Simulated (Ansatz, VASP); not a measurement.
## MnO: VASP beside Ansatz

The input INCAR:

```
SYSTEM = MnO
ALGO     = Normal         ! electronic algorithm
EDIFF    = 1E-6           ! SCF threshold, eV
ENCUT    = 520            ! plane-wave cutoff, eV
GGA      = PE             ! functional
ISIF     = 2              ! what is computed and relaxed
ISMEAR   = 0              ! smearing method
ISPIN    = 2              ! spin polarisation
LASPH    = .TRUE.         ! aspherical terms in the spheres
LCHARG   = .FALSE.        ! write CHGCAR
LDAU     = .TRUE.         ! DFT+U
LDAUJ    = 0 0          
LDAUL    = 2 -1           ! shell
LDAUPRINT= 1            
LDAUTYPE = 2            
LDAUU    = 3.9 0          ! U, eV
LMAXMIX  = 4              ! l up to which the mixer works
LORBIT   = 11             ! projections on sites
LREAL    = .FALSE.        ! projectors in reciprocal space
LWAVE    = .FALSE.        ! write WAVECAR
MAGMOM   = 5 -5 0 0       ! initial moments
NBANDS   = 31             ! bands
NELM     = 150            ! most SCF steps
PREC     = Accurate       ! precision mode
SIGMA    = 0.05           ! smearing width, eV
```

KPOINTS

```
k-points
0
G
  12 12 6
  0 0 0
```

File POSCAR:

```
MnO
1.0
    0.0000000000      2.2664570858      2.2664570858
    2.2664570858      0.0000000000      2.2664570858
    4.5329141716      4.5329141716      0.0000000000
Mn O
2 2
Direct
    0.0000000000      0.0000000000      0.0000000000
    0.0000000000      0.0000000000      0.5000000000
    0.5000000000      0.5000000000      0.2500000000
    0.5000000000      0.5000000000      0.7500000000
```

Input for Ansatz:

```yaml
crystal:
  lattice:
    - [0.0, 2.2664570858, 2.2664570858]
    - [2.2664570858, 0.0, 2.2664570858]
    - [4.5329141716, 4.5329141716, 0.0]
  atoms:
    - { symbol: Mn, position: [0.0, 0.0, 0.0], spin: 5.0 }
    - { symbol: O, position: [0.5, 0.5, 0.25] }
    - { symbol: Mn, position: [0.0, 0.0, 0.5], spin: -5.0 }
    - { symbol: O, position: [0.5, 0.5, 0.75] }
basis:
  ecutwfc: 420
  ecutrho_ratio: 4
kpoints:
  mp_grid: { grid: [12, 12, 6] }
hamiltonian:
  xc: pbe
  hubbard: { sites: [{ species: Mn, l: d, u_eff: 3.9 }] }
scf:
  occupations: { method: gaussian, width: 0.05 }
  lower_state_search: "off"
output:
  forces: true
  stress: true
  eigenvalues: true
  populations: true
  hubbard: { sites: [{ species: Mn, l: d }] }
  write_density: true
  write_potential: true
  elf: true
  volumetric_format: npy
magnetization:
  spin_polarized: true
checkpoint:
  read: start.run
  write: ck
  compress: false
  write_wavefunctions: false
  write_every: 100000
```

Alike in both runs: task single point; functional PBE; k mesh 12 × 12 × 6; occupations gaussian, width 0.05 eV; collinear spin; Hubbard terms Mn d U = 3.9 eV.

|  | VASP | Ansatz |
| --- | --- | --- |
| version | VASP 6.6.1 | Ansatz 0.2.0 |
| potentials or method | VASP PAW PBE potentials, release 64 (Mn_pv, O), cutoff 520 eV | scalar-relativistic, plane waves, PAW |
| valence electrons in the cell | 38 | 42 |

```csv
,VASP,Ansatz,Ansatz less VASP
gap on the k mesh at the Fermi level (eV),1.57,1.54,-0.031
least direct gap on the mesh (eV),2.11,2.11,-0.002
pressure (GPa),-3.4,-2.0,+1.44
net moment per atom (μB),0.00,0.00,0.000
size of the moment on the site where the two differ most (μB),4.58,4.29,-0.298
```

Site moments also hang on the region over which each program counts them. The programs project onto different local orbitals, so the same U acts differently, and such runs can settle in different states. VASP's potentials hold 38 valence electrons a cell and Ansatz's 42, so a difference there can come from the potentials and not from the codes. Ansatz's warnings: stability check not made.
